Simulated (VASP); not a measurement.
A run of VASP 6.6.1 is set up as follows.

INCAR

```
ALGO = Normal
EDIFF = 1E-6
ENCUT = 520
GGA = PE
ISIF = 2
ISMEAR = -1
LASPH = True
LCHARG = False
LREAL = False
LWAVE = False
NBANDS = 21
NELM = 80
PREC = Accurate
SIGMA = 0.1
```

KPOINTS

```
k-points
0
Gamma
  19 19 11
```

Contents of POSCAR:

```
Ge
1.0
    3.1066248003      0.0000000000      0.0000000000
   -1.5533124002      2.6904159971      0.0000000000
    0.0000000000      0.0000000000      4.8160059414
Ge
2
Direct
    0.3333333333      0.6666666667      0.2500000000
    0.6666666667      0.3333333333      0.7500000000
```

Potentials or basis: VASP PAW PBE potentials, release 64 (Ge_d).

Launch:

```sh
$ cat potpaw_PBE.64/Ge_d/POTCAR > POTCAR
$ mpirun -np 1 vasp_std > vasp.out
```

Estimate the band gap on the k mesh.

zero (bands 14 and 15 overlap by 8.61 eV).

Predict the pressure.

-2.1 GPa.

Stress tensor (GPa, compression positive):
```
-3.01  0.00  0.00
 0.00 -3.01  0.00
 0.00  0.00 -0.40
```
